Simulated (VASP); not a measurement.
# KBr (Fm-3m) in VASP: settings compared

The runs below take KBr through single point, with PBE-based global hybrid with 35 % exact exchange, PBE0.

Program: VASP 6.6.1. These are calculated values, not measurements. Logs are shortened: lines on timing, memory, paths and dates and some standing lists are left out, and cuts for length are marked.

### Step 1. The cell of the first run

Symmetry: Fm-3m, No. 225, cubic system. Conventional cell: a = 6.600 Å, b = 6.600 Å, c = 6.600 Å, α = 90.00°, β = 90.00°, γ = 90.00°. Br (site symmetry m-3m) has 6 K at 3.30 Å within 4.3 Å. K (site symmetry m-3m) has 6 Br at 3.30 Å within 4.3 Å.

### Step 2. Single point, PBE-based global hybrid with 35 % exact exchange

POSCAR

```
KBr
1.0
    0.0000000000      3.3000000000      3.3000000000
    3.3000000000      0.0000000000      3.3000000000
    3.3000000000      3.3000000000      0.0000000000
Br K
1 1
Direct
    0.5000000000      0.5000000000      0.5000000000
    0.0000000000      0.0000000000      0.0000000000
```

INCAR.step1

```
SYSTEM = KBr
PREC     = Accurate       ! precision mode
ENCUT    = 520            ! plane-wave cutoff, eV
EDIFF    = 1E-5           ! SCF threshold, eV
ISMEAR   = -1             ! smearing method
SIGMA    = 0.05           ! smearing width, eV
LREAL    = .FALSE.        ! projectors in reciprocal space
LASPH    = .TRUE.         ! aspherical terms in the spheres
NELM     = 100            ! most SCF steps
ALGO     = Normal         ! electronic algorithm
ISIF     = 2              ! what is computed and relaxed
LWAVE    = .TRUE.         ! write WAVECAR
GGA      = PE             ! functional
NBANDS   = 15             ! bands
```

INCAR.step2

```
SYSTEM = KBr
PREC     = Accurate       ! precision mode
ENCUT    = 520            ! plane-wave cutoff, eV
EDIFF    = 1E-6           ! SCF threshold, eV
ISMEAR   = -1             ! smearing method
SIGMA    = 0.05           ! smearing width, eV
LREAL    = .FALSE.        ! projectors in reciprocal space
LASPH    = .TRUE.         ! aspherical terms in the spheres
NELM     = 100            ! most SCF steps
ALGO     = Normal         ! electronic algorithm
ISIF     = 2              ! what is computed and relaxed
LWAVE    = .FALSE.        ! write WAVECAR
LCHARG   = .TRUE.         ! write CHGCAR
GGA      = PE             ! functional
LHFCALC  = .TRUE.         ! exact exchange
AEXX     = 0.35           ! exact-exchange fraction
PRECFOCK = Normal       
LELF     = .TRUE.         ! ELF
LVHAR    = .TRUE.       
ISTART   = 1            
NBANDS   = 15             ! bands
```

KPOINTS

```
regular mesh
0
G
  4 4 4
  0 0 0
```

Potentials or basis: VASP PAW PBE potentials, release 64 (Br, K_sv).

Launch:

```bash
cat potpaw_PBE.64/Br/POTCAR potpaw_PBE.64/K_sv/POTCAR > POTCAR
cp INCAR.step1 INCAR
mpirun -np 1 vasp_std > vasp.out
cp INCAR.step2 INCAR
mpirun -np 1 vasp_std > vasp.out
```

OUTCAR:

```text
SYSTEM = KBr
   PREC = Accurate
   ENCUT = 520
   EDIFF = 1E-6
   ISMEAR = -1
   LREAL = .FALSE.
   LASPH = .TRUE.
   NELM = 100
   ISIF = 2
   GGA = PE
   LHFCALC = .TRUE.
   AEXX = 0.35
   PRECFOCK = Normal
   ISTART = 1

 ion  position               nearest neighbor table
   1  0.500  0.500  0.500-   2 3.30   2 3.30   2 3.30   2 3.30   2 3.30   2 3.30
   2  0.000  0.000  0.000-   1 3.30   1 3.30   1 3.30   1 3.30   1 3.30   1 3.30

  LATTYP: Found a face centered cubic cell.
 ALAT       =     6.6000000000

  Lattice vectors:

 A1 = (   0.0000000000,   3.3000000000,   3.3000000000)
 A2 = (   3.3000000000,   0.0000000000,   3.3000000000)
 A3 = (   3.3000000000,   3.3000000000,   0.0000000000)

Analysis of symmetry for initial positions (statically):
=====================================================================
 Subroutine PRICEL returns:
 Original cell was already a primitive cell.

 Routine SETGRP: Setting up the symmetry group for a
 face centered cubic supercell.

 Subroutine GETGRP returns: Found 48 space group operations
 (whereof 48 operations were pure point group operations)
 out of a pool of 48 trial point group operations.

The static configuration has the point symmetry O_h .

Analysis of symmetry for dynamics (positions and initial velocities):
=====================================================================
 Subroutine PRICEL returns:
 Original cell was already a primitive cell.

 Routine SETGRP: Setting up the symmetry group for a
 face centered cubic supercell.

 Subroutine GETGRP returns: Found 48 space group operations
 (whereof 48 operations were pure point group operations)
 out of a pool of 48 trial point group operations.

The dynamic configuration has the point symmetry O_h .

 Subroutine INISYM returns: Found 48 space group operations
 (whereof 48 operations are pure point group operations),
 and found     1 'primitive' translations

----------------------------------------------------------------------------------------

                                     Primitive cell

  volume of cell :      71.8740

  direct lattice vectors                    reciprocal lattice vectors
     0.000000000  3.300000000  3.300000000    -0.151515152  0.151515152  0.151515152
     3.300000000  0.000000000  3.300000000     0.151515152 -0.151515152  0.151515152
     3.300000000  3.300000000  0.000000000     0.151515152  0.151515152 -0.151515152

  length of vectors
     4.666904756  4.666904756  4.666904756     0.262431941  0.262431941  0.262431941

  position of ions in fractional coordinates (direct lattice)
     0.500000000  0.500000000  0.500000000
     0.000000000  0.000000000  0.000000000

  ion indices of the primitive-cell ions
   primitive index   ion index
                 1           1
                 2           2

----------------------------------------------------------------------------------------

 KPOINTS: regular mesh

Automatic generation of k-mesh.
 Grid dimensions read from file:
 generate k-points for:    4    4    4

 Generating k-lattice:

  Cartesian coordinates                     Fractional coordinates (reciprocal lattice)
    -0.037878788  0.037878788  0.037878788     0.250000000  0.000000000  0.000000000
     0.037878788 -0.037878788  0.037878788     0.000000000  0.250000000  0.000000000
     0.037878788  0.037878788 -0.037878788     0.000000000  0.000000000  0.250000000

  Length of vectors
     0.065607985  0.065607985  0.065607985

  Shift w.r.t. Gamma in fractional coordinates (k-lattice)
     0.000000000  0.000000000  0.000000000

 Subroutine IBZKPT returns following result:
 ===========================================

 Found      8 irreducible k-points:

 Following reciprocal coordinates:
            Coordinates               Weight
  0.000000  0.000000  0.000000      1.000000
  0.250000  0.000000  0.000000      8.000000
  0.500000  0.000000  0.000000      4.000000
  0.250000  0.250000  0.000000      6.000000
  0.500000  0.250000  0.000000     24.000000
 -0.250000  0.250000  0.000000     12.000000
  0.500000  0.500000  0.000000      3.000000
 -0.250000  0.500000  0.250000      6.000000
   k-points           NKPTS =      8   k-points in BZ     NKDIM =     64   number of bands    NBANDS=     15
   number of dos      NEDOS =    301   number of ions     NIONS =      2
   total plane-waves  NPLWV =  46656
   dimension x,y,z NGX =    36 NGY =   36 NGZ =   36
   dimension x,y,z NGXF=    72 NGYF=   72 NGZF=   72
   ions per type =               1   1
   NGX,Y,Z   is equivalent  to a cutoff of  12.82, 12.82, 12.82 a.u.
   NGXF,Y,Z  is equivalent  to a cutoff of  25.65, 25.65, 25.65 a.u.
 SYSTEM =  KBr
   PREC   = accura    normal or accurate (medium, high low for compatibility)
   ISTART =      1    job   : 0-new  1-cont  2-samecut
   ICHARG =      0    charge: 1-file 2-atom 10-const
   ISPIN  =      1    spin polarized calculation?
   LNONCOLLINEAR =      F non collinear calculations
   LSORBIT =      F    spin-orbit coupling
   LASPH  =      T    aspherical Exc in radial PAW
   ENCUT  =  520.0 eV  38.22 Ry    6.18 a.u.   8.68  8.68  8.68*2*pi/ulx,y,z
   NELM   =    100;   NELMIN=  2; NELMDL=  0     # of ELM steps
   EDIFF  = 0.1E-05   stopping-criterion for ELM
   LREAL  =      F    real-space projection
   EDIFFG = 0.1E-04   stopping-criterion for IOM
   NSW    =      0    number of steps for IOM
   IBRION =     -1    ionic relax: 0-MD 1-quasi-New 2-CG
   NFREE  =      0    steps in history (QN), initial steepest desc. (CG)
   ISIF   =      2    stress and relaxation
   ISYM   =      3    0-nonsym 1-usesym 2-fastsym
   POTIM  = 0.5000    time-step for ionic-motion
   TEBEG  =    0.0;   TEEND  =   0.0 temperature during run
   PSTRESS=    0.0 pullay stress
   NELECT =      16.0000    total number of electrons
   NUPDOWN=      -1.0000    fix difference up-down
   EMIN   =  10.00;   EMAX   =-10.00  energy-range for DOS
   EFERMI =   0.00;   METHOD = LEGACY
   ISMEAR =    -1;   SIGMA  =   0.05  broadening in eV -4-tet -1-fermi 0-gaus
   EFERMI_NEDOS =   21; number of points for ismear=-14 and -15
   IALGO  =     38    algorithm
   IMIX   =      1    mixing-type and parameters
     AMIX     =   0.40;   BMIX     =  1.00
     AMIX_MAG =   1.60;   BMIX_MAG =  1.00
  volume/ion in A,a.u.               =      35.94       242.51
  Fermi-wavevector in a.u.,A,eV,Ry     =   0.992181  1.874950 13.393889  0.984423
  Thomas-Fermi vector in A             =   2.123975
   LORBIT       =      0    0 simple, 1 ext, 2 COOP (PROOUT), +10 PAW based schemes
   GGA     = PE    functional components
   LHFCALC =     T    Hartree Fock is set to
   PRECFOCK=normal    Normal, Fast or Accurate (Low or Medium for compatibility)
   ENCUT4O =  -1.0   cutoff for four orbital integrals eV
   NKREDX  =     1    reduce k-point grid by
   NKREDY  =     1    reduce k-point grid by
   NKREDZ  =     1    reduce k-point grid by
   AEXX    =    0.3500 exact exchange contribution
   HFSCREEN=    0.0000 screening length (either q_TF or 0.3 A-1)
   HFSCREENC=   0.0000 screening length for correlation (either q_TF or 0.3 A-1)
   ENCUTFOCK=  -1.0 apply spherical cutoff to Coloumb kernel
   IVDW    =     0    specifies the selected vdW correction
   LEPSILON=     F    determine dielectric tensor
   LRPA    =     F    only Hartree local field effects (RPA)
 non-spin polarized calculation
  energy-cutoff  :      520.00
  volume of cell :       71.87
 maximum number of plane-waves:      1964
 NGX is ok and might be reduce to    36
  NGX = 28; NGY = 28; NGZ = 28

 number of electron      15.9999997 magnetization

 Free energy of the ion-electron system (eV)
  ---------------------------------------------------
  ext. energy  EPLUGINS =         0.00000000
  ---------------------------------------------------
  free energy    TOTEN  =        -8.29058296 eV

  energy without entropy =       -8.29058296  energy(sigma->0) =       -8.29058296

 E-fermi :  -2.3190     XC(G=0):  -5.1836

 val. band max:       -3.5269005280   @ k =   0.0000   0.0000   0.0000
 cond. band min:       3.5757227543   @ k =   0.0000   0.0000   0.0000
 fundamental gap:      7.1026232822
 Fermi energy:        -2.3190402345

 k-point     1 :       0.0000    0.0000    0.0000
  band No.  band energies     occupation
      1     -34.4013      2.00000
      2     -17.3028      2.00000
      3     -15.9686      2.00000
      4     -15.9686      2.00000
      5     -15.9686      2.00000
      6      -3.5269      2.00000
      7      -3.5269      2.00000
      8      -3.5269      2.00000
      9       3.5757      0.00000
     10       7.0644      0.00000
     11       7.0644      0.00000
     12       7.0644      0.00000
     13       8.0779      0.00000
     14       8.0779      0.00000
     15      10.7014      0.00000

 k-point     2 :       0.2500    0.0000    0.0000
  band No.  band energies     occupation
      1     -34.3984      2.00000
      2     -17.3922      2.00000
      3     -15.9703      2.00000
      4     -15.9703      2.00000
      5     -15.8311      2.00000
      6      -4.2391      2.00000
      7      -3.7109      2.00000
      8      -3.7109      2.00000
      9       4.8656      0.00000
     10       6.8343      0.00000
     11       7.8296      0.00000
     12       7.8296      0.00000
     13       8.8922      0.00000
     14       8.8922      0.00000
     15      12.0489      0.00000
[... 77 lines left out ...]
      3     -16.0649      2.00000
      4     -16.0070      2.00000
      5     -16.0070      2.00000
      6      -4.4393      2.00000
      7      -3.8508      2.00000
      8      -3.8508      2.00000
      9       5.0709      0.00000
     10       6.5506      0.00000
     11       8.8170      0.00000
     12       9.1956      0.00000
     13       9.5401      0.00000
     14      10.8426      0.00000
     15      10.8426      0.00000

 k-point     8 :      -0.2500    0.5000    0.2500
  band No.  band energies     occupation
      1     -34.3936      2.00000
      2     -17.2791      2.00000
      3     -16.0356      2.00000
      4     -16.0356      2.00000
      5     -15.8683      2.00000
      6      -4.1807      2.00000
      7      -4.1807      2.00000
      8      -4.1086      2.00000
      9       6.6897      0.00000
     10       6.6897      0.00000
     11       7.6886      0.00000
     12       8.6772      0.00000
     13      10.3361      0.00000
     14      10.8840      0.00000
     15      11.0943      0.00000

------------------------ aborting loop because EDIFF is reached ----------------------------------------

  FORCE on cell =-STRESS in cart. coord.  units (eV):
  Direction    XX          YY          ZZ          XY          YZ          ZX
  --------------------------------------------------------------------------------------
  -------------------------------------------------------------------------------------
  Total        0.1285521      0.1285521      0.1285521      0.0000000      0.0000000     -0.0000000
  in kB        2.8656161      2.8656161      2.8656161      0.0000000      0.0000000     -0.0000000
  external PRESSURE =       2.8656161 kB  Pullay stress =       0.0000000 kB

 VOLUME and BASIS-vectors are now :
 -----------------------------------------------------------------------------
  energy-cutoff  :      520.00
  volume of cell :       71.87
      direct lattice vectors                 reciprocal lattice vectors
     0.000000000  3.300000000  3.300000000    -0.151515152  0.151515152  0.151515152
     3.300000000  0.000000000  3.300000000     0.151515152 -0.151515152  0.151515152
     3.300000000  3.300000000  0.000000000     0.151515152  0.151515152 -0.151515152

 POSITION                                       TOTAL-FORCE (eV/Angst)
 -----------------------------------------------------------------------------------
      3.30000      3.30000      3.30000         0.000000     -0.000000      0.000000
      0.00000      0.00000      0.00000        -0.000000      0.000000     -0.000000
 -----------------------------------------------------------------------------------
    total drift:                                0.000000      0.000000      0.000000

  FREE ENERGIE OF THE ION-ELECTRON SYSTEM (eV)
  ---------------------------------------------------
  free  energy   TOTEN  =        -8.2905829583 eV

  energy  without entropy=       -8.2905829583  energy(sigma->0) =       -8.29058296
```

Run time: 5.2 min. Hardware: 1 thread of AMD EPYC 9R45 (Zen 5), shared host; peak memory 0.19 GiB.

What came out:

| Quantity | Value |
| --- | --- |
| Free energy | -8.2906 eV |
| Pressure | 0.3 GPa |
| Band gap on the k mesh | 7.10 eV |

Levels at points of the mesh, in eV from the valence-band top:
| k point | band 4 | band 5 | band 6 | band 7 | band 8 | band 9 | band 10 | band 11 | band 12 | band 13 |
| --- | --- | --- | --- | --- | --- | --- | --- | --- | --- | --- |
| (0.00, 0.00, 0.00) | -12.44 | -12.44 | 0.00 | 0.00 | 0.00 | 7.10 | 10.59 | 10.59 | 10.59 | 11.60 |
| (0.50, 0.00, 0.00) | -12.44 | -12.18 | -1.28 | -0.36 | -0.36 | 9.25 | 11.20 | 12.98 | 12.98 | 13.13 |
| (0.50, 0.50, 0.00) | -12.48 | -12.48 | -0.91 | -0.32 | -0.32 | 8.60 | 10.08 | 12.34 | 12.72 | 13.07 |

Caveat: the PAW data sets were made with another functional, which shifts forces and pressure a little.

(Continued in part 2 of 2.)
